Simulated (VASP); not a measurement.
Wanted: the native input for a VASP 6.6.1 run.

```
Task                   : relaxation of cell and atoms
Functional             : PBE
Potentials or basis    : VASP PAW PBE potentials, release 64 (Ru_pv)
Cutoff                 : 600 eV
k mesh                 : 15 × 15 × 15
Occupations            : fermi-dirac, width 0.05 eV
Spin                   : no spin polarisation
Target pressure        : 250 GPa
Dipole correction      : no
Further INCAR settings : ALGO = Normal; EDIFF = 1e-06; IBRION = 2; EDIFFG = -0.005; NSW = 32; ISIF = 3
```

The structure of Ru lies in POSCAR:

```
Ru
1.0
    0.0000000000      2.3121864014      2.3121864014
    2.3121864014      0.0000000000      2.3121864014
    2.3121864014      2.3121864014      0.0000000000
Ru
2
Direct
   -0.1250000000     -0.1250000000     -0.1250000000
    0.1250000000      0.1250000000      0.1250000000
```

This isn't the form of Ru at room conditions, which is hcp.

One way to write it, as run:

INCAR

```
  PREC = Accurate
  ENCUT = 600
  EDIFF = 1E-6
  ISMEAR = -1
  SIGMA = 0.05
  LREAL = F
  LASPH = T
  NELM = 100
  ALGO = Normal
  ISIF = 3
  LWAVE = F
  LCHARG = F
  GGA = PE
  IBRION = 2
  NSW = 32
  EDIFFG = -0.005
  PSTRESS = 2500.0
```

KPOINTS

```
Automatic mesh
0
Gamma
  15 15 15
```

Potentials or basis: VASP PAW PBE potentials, release 64 (Ru_pv).

Launch:

```sh
$ cat potpaw_PBE.64/Ru_pv/POTCAR > POTCAR
$ mpirun -np 1 vasp_std > vasp.out
```

Results of the run:

```yaml
Relaxed_volume: 12.45 Å³/atom
Relaxed_cell: a = 3.278 Å, b = 3.278 Å, c = 3.278 Å, α = 60.00°, β = 60.00°, γ = 60.00°
Space_group_after_relaxing_to_0.1_Å: Fd-3m (No. 227)
Energy_change_on_relaxing_the_run_minimises_the_enthalpy: -138.6 meV/atom
Ionic_steps: 5
Pressure_after_relaxing: 249.9 GPa
Band_gap_on_the_k_mesh: zero (bands 14 and 15 overlap by 1.48 eV)
```

Caveat: the cell is relaxed towards a set pressure, so the run minimises the enthalpy, not the energy; atoms lie so close that the PAW spheres overlap strongly, which falsifies energies and pressures.

Wall time 2.3 min on 1 thread of Intel Xeon 8259CL, with other jobs on the host, peak memory 0.21 GiB.
